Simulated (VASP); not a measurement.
# Hf (P6_3/mmc) in VASP: further runs, part 2 of 2

VASP 6.6.1.

## Step 4: Single point, PBE

This run uses another cell than the first one, of the same volume but with other edges.

File INCAR:

```
PREC = Accurate
ENCUT = 520
EDIFF = 1E-7
ISMEAR = 0
SIGMA = 0.15
LREAL = False
LASPH = True
NELM = 100
ALGO = Fast
ISIF = 2
LWAVE = False
LCHARG = False
GGA = PE
NBANDS = 17
```

File KPOINTS:

```
regular mesh
0
Gamma
  18 18 10
```

File POSCAR:

```
Hf
1.0
    3.4435390971      0.0000000000      0.0000000000
   -1.7217695485      2.9821923370      0.0000000000
    0.0000000000      0.0000000000      4.3586799101
Hf
2
Direct
    0.3333333333      0.6666666667      0.2500000000
    0.6666666667      0.3333333333      0.7500000000
```

Potentials or basis: VASP PAW PBE potentials, release 64 (Hf_pv).

The run is started by

```bash
$ cat potpaw_PBE.64/Hf_pv/POTCAR > POTCAR
$ mpirun -np 1 vasp_std > vasp.out
```

OUTCAR:

```text
PREC = Accurate
   ENCUT = 520
   EDIFF = 1E-7
   ISMEAR = 0
   LREAL = False
   LASPH = True
   NELM = 100
   ISIF = 2
   GGA = PE

 ion  position               nearest neighbor table
   1  0.333  0.667  0.250-   2 2.95   2 2.95   2 2.95   2 2.95   2 2.95   2 2.95
   2  0.667  0.333  0.750-   1 2.95   1 2.95   1 2.95   1 2.95   1 2.95   1 2.95

  LATTYP: Found a hexagonal cell.
 ALAT       =     3.4435390971
 C/A-ratio  =     1.2657558945

  Lattice vectors:

 A1 = (   3.4435390971,   0.0000000000,   0.0000000000)
[... 194 lines left out ...]
      5     -25.3822      2.00000
      6     -25.2115      2.00000
[... 457 lines left out ...]
      4     -25.6748      2.00000
      5     -25.5914      2.00000
      6     -25.3811      2.00000
[... 9 lines left out ...]
     16      10.3309      0.00000
     17      11.0638      0.00000

 [... further k-points ...]
[... 5 lines left out ...]
  --------------------------------------------------------------------------------------
  -------------------------------------------------------------------------------------
  Total       -1.1716541     -1.1716541      4.4954654     -0.0000000      0.0000000      0.0000000
  in kB      -41.9386424    -41.9386424    160.9124319     -0.0000000      0.0000000      0.0000000
  external PRESSURE =      25.6783824 kB  Pullay stress =       0.0000000 kB

 VOLUME and BASIS-vectors are now :
 -----------------------------------------------------------------------------
  energy-cutoff  :      520.00
  volume of cell :       44.76
      direct lattice vectors                 reciprocal lattice vectors
     3.443539097  0.000000000  0.000000000     0.290398910  0.167661889  0.000000000
    -1.721769548  2.982192337  0.000000000     0.000000000  0.335323778  0.000000000
     0.000000000  0.000000000  4.358679910     0.000000000  0.000000000  0.229427263

 POSITION                                       TOTAL-FORCE (eV/Angst)
 -----------------------------------------------------------------------------------
     -0.00000      1.98813      1.08967        -0.000000      0.000000      0.000000
      1.72177      0.99406      3.26901         0.000000     -0.000000      0.000000
 -----------------------------------------------------------------------------------
    total drift:                                0.000000     -0.000000      0.000000

  FREE ENERGIE OF THE ION-ELECTRON SYSTEM (eV)
  ---------------------------------------------------
  free  energy   TOTEN  =       -19.3586987256 eV

  energy  without entropy=      -19.3394246893  energy(sigma->0) =      -19.34906171
```

Run time: 99 s. Hardware: 1 thread of AMD EPYC 9R45 (Zen 5), shared host; peak memory 0.24 GiB.

What came out:

```
Free energy            : -19.3587 eV
Pressure               : 2.6 GPa
Band gap on the k mesh : zero (band 10 reaches 5.71 eV, above the bottom of band 11 at 4.48 eV)
```

Caveat: spin-orbit coupling is left out, which moves the levels of the heavy elements.

## Step 5: Single point, PBE

This run uses another cell than the first one, of the same volume but with other edges.

File INCAR:

```
  ALGO = Fast
  EDIFF = 1E-7
  ENCUT = 520
  GGA = PE
  ISIF = 2
  ISMEAR = 0
  LASPH = True
  LCHARG = True
  LELF = True
  LREAL = False
  LVHAR = True
  LWAVE = False
  NBANDS = 17
  NELM = 100
  PREC = Accurate
  SIGMA = 0.15
```

File KPOINTS:

```
k-points
0
Gamma
  18 18 10
```

File POSCAR:

```
Hf
1.0
    2.9290080353      0.0000000000      0.0000000000
   -1.4645040177      2.5365953665      0.0000000000
    0.0000000000      0.0000000000      6.0245399270
Hf
2
Direct
    0.3333333333      0.6666666667      0.2500000000
    0.6666666667      0.3333333333      0.7500000000
```

The run is started by

```bash
$ cat potpaw_PBE.64/Hf_pv/POTCAR > POTCAR
$ mpirun -np 1 vasp_std > vasp.out
```

Wall time 2.2 min (1 thread of AMD EPYC 9R45 (Zen 5), shared host); peak memory 0.24 GiB.

The run converged. Its results:

* Free energy: -19.2603 eV
* Pressure: 1.8 GPa
* Band gap on the k mesh: zero (band 10 reaches 4.69 eV, above the bottom of band 11 at 4.64 eV)

Stress tensor (GPa, compression positive):
```
  8.74   0.00   0.00
  0.00   8.74   0.00
  0.00   0.00 -12.14
```

Levels at points of the mesh, in eV from the Fermi level:
```tsv
k point	band 8	band 9	band 10	band 11	band 12	band 13
(0.00, 0.00, 0.00)	-4.39	-0.81	-0.61	1.82	1.82	2.09
(0.50, 0.00, 0.00)	-2.83	-2.22	-0.17	0.59	0.91	2.92
(0.00, 0.00, 0.50)	-5.80	-0.93	-0.93	1.91	1.91	1.91
(0.50, 0.00, 0.50)	-3.19	-1.47	-1.47	1.92	1.92	4.04
```

Caveat: spin-orbit coupling is left out, which moves the levels of the heavy elements.

## Step 6: Overview

| cell | further INCAR settings | gap on the mesh (eV) | pressure (GPa) |
| --- | --- | --- | --- |
| a = 3.240, b = 3.240, c = 4.922 Å, angles 90.0, 90.0, 120.0°, 2 atoms | ALGO = Fast; EDIFF = 1e-06; NBANDS = 17 | none | 0.5 |
| a = 3.145, b = 3.145, c = 5.225 Å, angles 90.0, 90.0, 120.0°, 2 atoms | ALGO = Fast; EDIFF = 1e-07; NBANDS = 17 | none | 0.3 |
| a = 3.444, b = 3.444, c = 4.359 Å, angles 90.0, 90.0, 120.0°, 2 atoms | ALGO = Fast; EDIFF = 1e-07; NBANDS = 17 | none | 2.6 |
| a = 2.929, b = 2.929, c = 6.025 Å, angles 90.0, 90.0, 120.0°, 2 atoms | ALGO = Fast; EDIFF = 1e-07; NBANDS = 17 | none | 1.8 |

Alike in all rows: task single point; level PBE; potentials or basis VASP PAW PBE potentials, release 64 (Hf_pv); no spin polarisation; k mesh 18 × 18 × 10; cutoff (eV) 520; smearing gaussian 0.15 eV.

Caveats: spin-orbit coupling is left out, which moves the levels of the heavy elements.

Absolute energies hang on the potentials; compare differences alone.
